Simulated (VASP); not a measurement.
# Ti (Fm-3m) in VASP: notebook

Ti is run at these levels: LDA; tasks: single point.

Everything below comes from runs of VASP 6.6.1. Logs are shortened: lines on timing, memory, paths and dates and some standing lists are left out, and cuts for length are marked.

## 1. The cell of the first run

Symmetry: Fm-3m, No. 225, cubic system. The conventional cell has a = 3.834 Å, b = 3.834 Å, c = 3.834 Å, α = 90.00°, β = 90.00°, γ = 90.00°. Within 3.6 Å of Ti (site symmetry m-3m) lie 12 Ti at 2.71 Å.

This isn't the form of Ti at room conditions, which is hcp.

## 2. Single point, LDA, collinear spin (14.09 Å³/atom)

The input, INCAR:

```
PREC = Accurate
ENCUT = 520
EDIFF = 1E-7
ISMEAR = 0
SIGMA = 0.15
LREAL = F
LASPH = T
NELM = 150
ALGO = Normal
ISIF = 2
LWAVE = F
LCHARG = F
ISPIN = 2
MAGMOM = 0.375
LORBIT = 11
NUPDOWN = 0.375
LMAXMIX = 4
GGA = CA
NBANDS = 16
```

The input, KPOINTS:

```
regular mesh
0
Gamma
  22 22 22
```

The input, POSCAR:

```
Ti
1.0
    0.0000000000      1.9170669191      1.9170669191
    1.9170669191      0.0000000000      1.9170669191
    1.9170669191      1.9170669191      0.0000000000
Ti
1
Direct
    0.0000000000      0.0000000000      0.0000000000
```

Potentials or basis: VASP PAW LDA potentials, release 64 (Ti_sv).

Launch:

```sh
> cat potpaw_LDA.64/Ti_sv/POTCAR > POTCAR
> mpirun -np 1 vasp_std > vasp.out
```

OUTCAR:

```text
PREC = Accurate
   ENCUT = 520
   EDIFF = 1E-7
   ISMEAR = 0
   LREAL = F
   LASPH = T
   NELM = 150
   ISIF = 2
   ISPIN = 2
   LORBIT = 11
   NUPDOWN = 0.375
   GGA = CA

 ion  position               nearest neighbor table
   1  0.000  0.000  0.000-

  LATTYP: Found a face centered cubic cell.
 ALAT       =     3.8341338382

  Lattice vectors:

 A1 = (   0.0000000000,   1.9170669191,   1.9170669191)
 A2 = (   1.9170669191,   0.0000000000,   1.9170669191)
 A3 = (   1.9170669191,   1.9170669191,   0.0000000000)

Analysis of symmetry for initial positions (statically):
=====================================================================
 Subroutine PRICEL returns:
 Original cell was already a primitive cell.

 Routine SETGRP: Setting up the symmetry group for a
 face centered cubic supercell.

 Subroutine GETGRP returns: Found 48 space group operations
 (whereof 48 operations were pure point group operations)
 out of a pool of 48 trial point group operations.

The static configuration has the point symmetry O_h .

Analysis of symmetry for dynamics (positions and initial velocities):
=====================================================================
 Subroutine PRICEL returns:
 Original cell was already a primitive cell.

 Routine SETGRP: Setting up the symmetry group for a
 face centered cubic supercell.

 Subroutine GETGRP returns: Found 48 space group operations
 (whereof 48 operations were pure point group operations)
 out of a pool of 48 trial point group operations.

The dynamic configuration has the point symmetry O_h .

Analysis of structural, dynamic, and magnetic symmetry:
=====================================================================
 Subroutine PRICEL returns:
 Original cell was already a primitive cell.

 Routine SETGRP: Setting up the symmetry group for a
 face centered cubic supercell.

 Subroutine GETGRP returns: Found 48 space group operations
 (whereof 48 operations were pure point group operations)
 out of a pool of 48 trial point group operations.

The overall configuration has the point symmetry O_h .

 Subroutine INISYM returns: Found 48 space group operations
 (whereof 48 operations are pure point group operations),
 and found     1 'primitive' translations

----------------------------------------------------------------------------------------

                                     Primitive cell

  volume of cell :      14.0910

  direct lattice vectors                    reciprocal lattice vectors
     0.000000000  1.917066919  1.917066919    -0.260815100  0.260815100  0.260815100
     1.917066919  0.000000000  1.917066919     0.260815100 -0.260815100  0.260815100
     1.917066919  1.917066919  0.000000000     0.260815100  0.260815100 -0.260815100

  length of vectors
     2.711142037  2.711142037  2.711142037     0.451745004  0.451745004  0.451745004

  position of ions in fractional coordinates (direct lattice)
     0.000000000  0.000000000  0.000000000

  ion indices of the primitive-cell ions
   primitive index   ion index
                 1           1

----------------------------------------------------------------------------------------

 KPOINTS: regular mesh

Automatic generation of k-mesh.
 Grid dimensions read from file:
 generate k-points for:   22   22   22

 Generating k-lattice:

  Cartesian coordinates                     Fractional coordinates (reciprocal lattice)
    -0.011855232  0.011855232  0.011855232     0.045454545  0.000000000  0.000000000
     0.011855232 -0.011855232  0.011855232     0.000000000  0.045454545  0.000000000
     0.011855232  0.011855232 -0.011855232     0.000000000  0.000000000  0.045454545

  Length of vectors
     0.020533864  0.020533864  0.020533864

  Shift w.r.t. Gamma in fractional coordinates (k-lattice)
     0.000000000  0.000000000  0.000000000

 Subroutine IBZKPT returns following result:
 ===========================================

 Found    328 irreducible k-points:

 Following reciprocal coordinates:
            Coordinates               Weight
  0.000000  0.000000  0.000000      1.000000
  0.045455  0.000000  0.000000      8.000000
  0.090909  0.000000  0.000000      8.000000
  0.136364  0.000000  0.000000      8.000000
  0.181818  0.000000  0.000000      8.000000
  0.227273  0.000000  0.000000      8.000000
[... 16 lines left out ...]
  0.500000  0.045455  0.000000     24.000000
 -0.454545  0.045455  0.000000     24.000000
 [... further k-points ...]
   k-points           NKPTS =    328   k-points in BZ     NKDIM =    328   number of bands    NBANDS=     16
   number of dos      NEDOS =    301   number of ions     NIONS =      1
   total plane-waves  NPLWV =   8000
   dimension x,y,z NGX =    20 NGY =   20 NGZ =   20
   dimension x,y,z NGXF=    40 NGYF=   40 NGZF=   40
   ions per type =               1
   NGX,Y,Z   is equivalent  to a cutoff of  12.26, 12.26, 12.26 a.u.
   NGXF,Y,Z  is equivalent  to a cutoff of  24.53, 24.53, 24.53 a.u.
 SYSTEM =  unknown system
   PREC   = accura    normal or accurate (medium, high low for compatibility)
   ISTART =      0    job   : 0-new  1-cont  2-samecut
   ICHARG =      2    charge: 1-file 2-atom 10-const
   ISPIN  =      2    spin polarized calculation?
   LNONCOLLINEAR =      F non collinear calculations
   LSORBIT =      F    spin-orbit coupling
   LASPH  =      T    aspherical Exc in radial PAW
   ENCUT  =  520.0 eV  38.22 Ry    6.18 a.u.   5.04  5.04  5.04*2*pi/ulx,y,z
   NELM   =    150;   NELMIN=  2; NELMDL= -5     # of ELM steps
   EDIFF  = 0.1E-06   stopping-criterion for ELM
   LREAL  =      F    real-space projection
   EDIFFG = 0.1E-05   stopping-criterion for IOM
   NSW    =      0    number of steps for IOM
   IBRION =     -1    ionic relax: 0-MD 1-quasi-New 2-CG
   NFREE  =      0    steps in history (QN), initial steepest desc. (CG)
   ISIF   =      2    stress and relaxation
   ISYM   =      2    0-nonsym 1-usesym 2-fastsym
   POTIM  = 0.5000    time-step for ionic-motion
   TEBEG  =    0.0;   TEEND  =   0.0 temperature during run
   PSTRESS=    0.0 pullay stress
   NELECT =      12.0000    total number of electrons
   NUPDOWN=       0.3750    fix difference up-down
   EMIN   =  10.00;   EMAX   =-10.00  energy-range for DOS
   EFERMI =   0.00;   METHOD = LEGACY
   ISMEAR =     0;   SIGMA  =   0.15  broadening in eV -4-tet -1-fermi 0-gaus
   EFERMI_NEDOS =   21; number of points for ismear=-14 and -15
   IALGO  =     38    algorithm
   IMIX   =      4    mixing-type and parameters
     AMIX     =   0.40;   BMIX     =  1.00
     AMIX_MAG =   1.60;   BMIX_MAG =  1.00
  volume/ion in A,a.u.               =      14.09        95.09
  Fermi-wavevector in a.u.,A,eV,Ry     =   1.551748  2.932379 32.761783  2.407923
  Thomas-Fermi vector in A             =   2.656223
   LORBIT       =     11    0 simple, 1 ext, 2 COOP (PROOUT), +10 PAW based schemes
   GGA     = CA    functional components
   LHFCALC =     F    Hartree Fock is set to
   AEXX    =    0.0000 exact exchange contribution
   IVDW    =     0    specifies the selected vdW correction
   LEPSILON=     F    determine dielectric tensor
   LRPA    =     F    only Hartree local field effects (RPA)
 spin polarized calculation
 Gauss-broadening in eV      SIGMA  =   0.15
  energy-cutoff  :      520.00
  volume of cell :       14.09
 maximum number of plane-waves:       392
   NGX =  9   NGY =  9   NGZ =  9

 number of electron      11.9999994 magnetization       0.3750000

 Free energy of the ion-electron system (eV)
  ---------------------------------------------------
  ext. energy  EPLUGINS =         0.00000000
  ---------------------------------------------------
  free energy    TOTEN  =        -8.37464588 eV

  energy without entropy =       -8.35977991  energy(sigma->0) =       -8.36721289

 E-fermi :  10.2493     XC(G=0): -12.8183

 val. band max:       10.5562837430   @ k =  -0.3636   0.2727   0.0909
 cond. band min:      10.2543071797   @ k =  -0.2273   0.2727   0.0455
 fundamental gap:     -0.3019765633
 Fermi energy:        10.5650349131

 spin component 1

 k-point     1 :       0.0000    0.0000    0.0000
  band No.  band energies     occupation
      1     -45.4519      1.00000
      2     -21.3206      1.00000
      3     -21.3206      1.00000
      4     -21.3206      1.00000
      5       3.8632      1.00000
      6      11.2172      0.00000
[... 8 lines left out ...]
     15      36.6809      0.00000
     16      39.1461      0.00000

 k-point     2 :       0.0455    0.0000    0.0000
  band No.  band energies     occupation
      1     -45.4461      1.00000
      2     -21.3493      1.00000
      3     -21.3240      1.00000
      4     -21.3240      1.00000
      5       3.9461      1.00000
      6      11.1617      0.00000
[... 8 lines left out ...]
     15      37.2298      0.00000
     16      39.0832      0.00000
[... 387 lines left out ...]
      5       7.2337      1.00000
      6      10.9056      0.00066
[... 8 lines left out ...]
     15      36.4129      0.00000
     16      36.4567      0.00000

 k-point    24 :      -0.4545    0.0455    0.0000
  band No.  band energies     occupation
      1     -45.1573      1.00000
      2     -22.6324      1.00000
      3     -21.5043      1.00000
      4     -21.4834      1.00000
      5       7.2304      1.00000
      6      10.9223      0.00038
[... 8 lines left out ...]
     15      36.3508      0.00000
     16      36.4560      0.00000

 [... further k-points ...]

 spin component 2

 k-point     1 :       0.0000    0.0000    0.0000
  band No.  band energies     occupation
      1     -45.2295      1.00000
      2     -21.0993      1.00000
      3     -21.0993      1.00000
      4     -21.0993      1.00000
      5       4.1135      1.00000
      6      11.4699      0.00000
[... 8 lines left out ...]
     15      36.9013      0.00000
     16      39.4081      0.00000

 k-point     2 :       0.0455    0.0000    0.0000
  band No.  band energies     occupation
      1     -45.2237      1.00000
      2     -21.1278      1.00000
      3     -21.1026      1.00000
      4     -21.1026      1.00000
      5       4.1964      1.00000
      6      11.4147      0.00000
[... 8 lines left out ...]
     15      37.4513      0.00000
     16      39.3452      0.00000
[... 387 lines left out ...]
      5       7.4982      1.00000
      6      11.1261      0.00000
[... 8 lines left out ...]
     15      36.6445      0.00000
     16      36.6875      0.00000

 k-point    24 :      -0.4545    0.0455    0.0000
  band No.  band energies     occupation
      1     -44.9356      1.00000
      2     -22.4081      1.00000
      3     -21.2824      1.00000
      4     -21.2615      1.00000
      5       7.4948      1.00000
      6      11.1431      0.00000
[... 8 lines left out ...]
     15      36.5814      0.00000
     16      36.6878      0.00000

 [... further k-points ...]

------------------------ aborting loop because EDIFF is reached ----------------------------------------

  FORCE on cell =-STRESS in cart. coord.  units (eV):
  Direction    XX          YY          ZZ          XY          YZ          ZX
  --------------------------------------------------------------------------------------
  -------------------------------------------------------------------------------------
  Total        1.7393798      1.7393798      1.7393798      0.0000000      0.0000000      0.0000000
  in kB      197.7712648    197.7712648    197.7712648      0.0000000      0.0000000      0.0000000
  external PRESSURE =     197.7712648 kB  Pullay stress =       0.0000000 kB

 VOLUME and BASIS-vectors are now :
 -----------------------------------------------------------------------------
  energy-cutoff  :      520.00
  volume of cell :       14.09
      direct lattice vectors                 reciprocal lattice vectors
     0.000000000  1.917066919  1.917066919    -0.260815100  0.260815100  0.260815100
     1.917066919  0.000000000  1.917066919     0.260815100 -0.260815100  0.260815100
     1.917066919  1.917066919  0.000000000     0.260815100  0.260815100 -0.260815100

 POSITION                                       TOTAL-FORCE (eV/Angst)
 -----------------------------------------------------------------------------------
      0.00000      0.00000      0.00000         0.000000      0.000000     -0.000000
 -----------------------------------------------------------------------------------
    total drift:                               -0.000000     -0.000000     -0.000000

  FREE ENERGIE OF THE ION-ELECTRON SYSTEM (eV)
  ---------------------------------------------------
  free  energy   TOTEN  =        -8.3746458761 eV

  energy  without entropy=       -8.3597799117  energy(sigma->0) =       -8.36721289

 total charge

# of ion       s       p       d       tot
------------------------------------------
    1        2.296   6.151   2.130  10.577

 magnetization (x)

# of ion       s       p       d       tot
------------------------------------------
    1        0.004   0.033   0.243   0.280
```

Run time: 73 s. Hardware: 1 thread of AMD EPYC 9R45 (Zen 5), shared host; peak memory 0.18 GiB.

What came out:

```
Free energy                                           : -8.3746 eV
Pressure                                              : 19.8 GPa
Net moment                                            : 0.38 μB per cell
Site moments                                          : Ti +0.28 μB
Valence electrons inside the program's atomic spheres : Ti 10.58
```

Caveat: the cell stands under pressure; the total moment is fixed, so each spin has its own Fermi level and the state may be an excited one.

## 3. Single point, LDA, collinear spin (16.97 Å³/atom)

This run uses another cell than the first one, of 16.97 Å³/atom.

The input, INCAR:

```
SYSTEM = Ti
ALGO = Normal
EDIFF = 1E-6
ENCUT = 520
GGA = CA
ISIF = 2
ISMEAR = 0
ISPIN = 2
LASPH = .True.
LCHARG = .False.
LMAXMIX = 4
LORBIT = 11
LREAL = .False.
LWAVE = .False.
MAGMOM = 0.125
NBANDS = 16
NELM = 150
NUPDOWN = 0.125
PREC = Accurate
SIGMA = 0.15
```

The input, KPOINTS:

```
k-points
0
Gamma
  22 22 22
  0 0 0
```

The input, POSCAR:

```
Ti
1.0
    0.0000000000      2.0397865982      2.0397865982
    2.0397865982      0.0000000000      2.0397865982
    2.0397865982      2.0397865982      0.0000000000
Ti
1
Direct
    0.0000000000      0.0000000000      0.0000000000
```

Potentials or basis: VASP PAW LDA potentials, release 64 (Ti_sv).

Launch:

```sh
> cat potpaw_LDA.64/Ti_sv/POTCAR > POTCAR
> mpirun -np 1 vasp_std > vasp.out
```

It took 1.8 min on 1 thread of AMD EPYC 9R45 (Zen 5), shared host; peak memory 0.2 GiB.

It converged, with:

* Free energy: -8.4862 eV
* Pressure: -6.4 GPa
* Net moment: 0.12 μB per cell
* Site moments: Ti +0.09 μB
* Valence electrons inside the program's atomic spheres: Ti 10.31

Caveat: the cell stands under tension; the total moment is fixed, so each spin has its own Fermi level and the state may be an excited one.

## 4. Single point, LDA, collinear spin (16.97 Å³/atom)

This run uses another cell than the first one, of 16.97 Å³/atom.

The input, INCAR:

```
SYSTEM = Ti
  ALGO = Fast
  EDIFF = 1E-6
  ENCUT = 520
  GGA = CA
  ISIF = 2
  ISMEAR = 0
  ISPIN = 2
  LASPH = .TRUE.
  LCHARG = .TRUE.
  LELF = .TRUE.
  LMAXMIX = 4
  LORBIT = 11
  LREAL = .FALSE.
  LVHAR = .TRUE.
  LWAVE = .FALSE.
  MAGMOM = 0.875
  NBANDS = 16
  NELM = 150
  NUPDOWN = 0.875
  PREC = Accurate
  SIGMA = 0.15
```

The input, KPOINTS:

```
k-points
0
G
  22 22 22
  0 0 0
```

POSCAR is that of step 3.

Potentials or basis: VASP PAW LDA potentials, release 64 (Ti_sv).

Launch:

```sh
> cat potpaw_LDA.64/Ti_sv/POTCAR > POTCAR
> mpirun -np 1 vasp_std > vasp.out
```

OUTCAR:

```text
SYSTEM = Ti
   EDIFF = 1E-6
   ENCUT = 520
   GGA = CA
   ISIF = 2
   ISMEAR = 0
   ISPIN = 2
   LASPH = .TRUE.
   LORBIT = 11
   LREAL = .FALSE.
   NELM = 150
   NUPDOWN = 0.875
   PREC = Accurate

 ion  position               nearest neighbor table
   1  0.000  0.000  0.000-

  LATTYP: Found a face centered cubic cell.
 ALAT       =     4.0795731964

[... 1123 lines left out ...]
  FORCE on cell =-STRESS in cart. coord.  units (eV):
  Direction    XX          YY          ZZ          XY          YZ          ZX
  --------------------------------------------------------------------------------------
  -------------------------------------------------------------------------------------
  Total       -0.4214038     -0.4214038     -0.4214038     -0.0000000     -0.0000000      0.0000000
  in kB      -39.7763426    -39.7763426    -39.7763426     -0.0000000     -0.0000000      0.0000000
  external PRESSURE =     -39.7763426 kB  Pullay stress =       0.0000000 kB

 VOLUME and BASIS-vectors are now :
 -----------------------------------------------------------------------------
  energy-cutoff  :      520.00
  volume of cell :       16.97
      direct lattice vectors                 reciprocal lattice vectors
     0.000000000  2.039786598  2.039786598    -0.245123681  0.245123681  0.245123681
     2.039786598  0.000000000  2.039786598     0.245123681 -0.245123681  0.245123681
     2.039786598  2.039786598  0.000000000     0.245123681  0.245123681 -0.245123681

 POSITION                                       TOTAL-FORCE (eV/Angst)
 -----------------------------------------------------------------------------------
      0.00000      0.00000      0.00000        -0.000000     -0.000000      0.000000
 -----------------------------------------------------------------------------------
    total drift:                               -0.000000     -0.000000     -0.000000

  FREE ENERGIE OF THE ION-ELECTRON SYSTEM (eV)
  ---------------------------------------------------
  free  energy   TOTEN  =        -8.3814041186 eV

  energy  without entropy=       -8.3646716034  energy(sigma->0) =       -8.37303786

 total charge

# of ion       s       p       d       tot
------------------------------------------
    1        2.257   6.119   1.941  10.317

 magnetization (x)

# of ion       s       p       d       tot
------------------------------------------
    1        0.006   0.059   0.545   0.611
```

stdout:

```text
POSCAR found type information on POSCAR Ti
 POSCAR found :  1 types and       1 ions
 scaLAPACK will be used
 LDA part: xc-table for (Slater(with rela. corr.)+CA(PZ))
 , standard interpolation
 POSCAR, INCAR and KPOINTS ok, starting setup
 FFT: planning ... GRIDC
 FFT: planning ... GRID_SOFT
 FFT: planning ... GRID
 WAVECAR not read
 entering main loop
WARNING in EDDRMM: call to ZHEGV failed, returncode =   8  4     15
WARNING in EDDRMM: call to ZHEGV failed, returncode =   8  4      8
WARNING in EDDRMM: call to ZHEGV failed, returncode =   6  3      6
WARNING in EDDRMM: call to ZHEGV failed, returncode =   6  3      5
WARNING in EDDRMM: call to ZHEGV failed, returncode =   6  3      7
```

Run time: 2.6 min. Hardware: 1 thread of AMD EPYC 9R45 (Zen 5), shared host; peak memory 0.2 GiB.

What came out:

```
Free energy                                           : -8.3814 eV
Pressure                                              : -4.0 GPa
Net moment                                            : 0.88 μB per cell
Site moments                                          : Ti +0.61 μB
Valence electrons inside the program's atomic spheres : Ti 10.32
```

Caveat: the cell stands under tension; the total moment is fixed, so each spin has its own Fermi level and the state may be an excited one.

## 5. Summary

| fixed moment (μB) | cell | pressure (GPa) | moment (μB) |
| --- | --- | --- | --- |
| 0.375 | a = 2.711 Å, angles 60.0°, 1 atom | 19.8 | 0.38 |
| 0.125 | a = 2.885 Å, angles 60.0°, 1 atom | -6.4 | 0.12 |
| 0.875 | a = 2.885 Å, angles 60.0°, 1 atom | -4.0 | 0.88 |

Alike in all rows: task single point; level LDA; potentials or basis VASP PAW LDA potentials, release 64 (Ti_sv); spin collinear; k mesh 22 × 22 × 22; cutoff (eV) 520; smearing gaussian 0.15 eV.

Caveats: the total moment is fixed, so each spin has its own Fermi level and the state may be an excited one; the cell stands under tension (at least some runs); the cell stands under pressure (at least some runs).

Absolute energies hang on the potentials; compare differences alone.
